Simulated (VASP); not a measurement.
Wanted: the native input for a VASP 6.6.1 run.

```
Task                   : single point
Functional             : PBE
Potentials or basis    : VASP PAW PBE potentials, release 64 (Ti_sv, Br, F)
Cutoff                 : 520 eV
k mesh                 : 12 × 12 × 6
Occupations            : gaussian, width 0.1 eV
Spin                   : no spin polarisation
Dipole correction      : no
Further INCAR settings : ALGO = Fast; EDIFF = 1e-06; NBANDS = 24
```

The structure of TiBr2F lies in POSCAR:

```
TiBr2F
1.0
    3.6892907726      0.0000000000      0.0000000000
   -1.8446453863      3.1950195310      0.0000000000
    0.0000000000      0.0000000000      9.2664700940
Ti Br F
1 2 1
Direct
    0.0000000000      0.0000000000      0.0000000000
    0.0000000000      0.0000000000      0.7501843397
    0.0000000000      0.0000000000      0.2498156603
    0.0000000000      0.0000000000      0.5000000000
```

The cell was generated, and may not be a known phase.

These files were run (other wordings do the same):

INCAR

```
  ALGO = Fast
  EDIFF = 1E-6
  ENCUT = 520
  GGA = PE
  ISIF = 2
  ISMEAR = 0
  LASPH = True
  LCHARG = True
  LELF = True
  LREAL = False
  LVHAR = True
  LWAVE = False
  NBANDS = 24
  NELM = 100
  PREC = Accurate
  SIGMA = 0.1
```

KPOINTS

```
k-points
0
Gamma
  12 12 6
```

Potentials or basis: VASP PAW PBE potentials, release 64 (Ti_sv, Br, F).

Launch:

```bash
$ cat potpaw_PBE.64/Ti_sv/POTCAR potpaw_PBE.64/Br/POTCAR potpaw_PBE.64/F/POTCAR > POTCAR
$ mpirun -np 1 vasp_std > vasp.out
```

It gave:

- Pressure: -0.1 GPa
- Largest force: 0.016 eV/Å
- Band gap on the k mesh: zero (an odd number of electrons rules out a gap without spin polarisation)

Caveat: an odd number of electrons without spin polarisation forces a metal; a magnetic or distorted state may lie lower; semilocal functionals often make such compounds metallic where correlation or magnetic order opens a gap, which also shifts bond lengths.

Run time: 6.9 min on 1 thread of Oxide Virtual Turin-like Processor (shared host), peak memory 0.33 GiB.
